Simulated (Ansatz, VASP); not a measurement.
**Two plane-wave programs on KF**

```
K F
1.0
     0.00000    2.97636    2.97636
     2.97636    0.00000    2.97636
     2.97636    2.97636    0.00000
K F
1 1
Direct
  0.75000 0.75000 0.75000
  0.00000 0.00000 0.00000
```

Change from the starting cell: ordered vacancies on the cation sites of antifluorite (F-43m, No. 216).

Alike in both runs: functional PBE; k mesh 8 × 8 × 8; occupations gaussian, width 0.02 eV; no spin polarisation.

Ansatz relaxed the structure, and its values are those at the end. VASP's run is a single point on that final structure, the one shown.

```csv
,VASP,Ansatz
version,VASP 6.6.1,Ansatz 0.2.0
potentials or method,"VASP PAW PBE potentials, release 64 (K_sv, F), cutoff 520 eV","scalar-relativistic, plane waves, PAW"
valence electrons in the cell,16,16
```

Ansatz gave:

| Item | Value |
| --- | --- |
| gap on the k mesh at the Fermi level (eV) | 5.06 |
| least direct gap on the mesh (eV) | 5.24 |
| pressure (GPa) | 0.0 |

Task: Which values does VASP return?

Result: gap on the k mesh at the Fermi level (eV): 5.05; least direct gap on the mesh (eV): 5.23; pressure (GPa): 0.0.
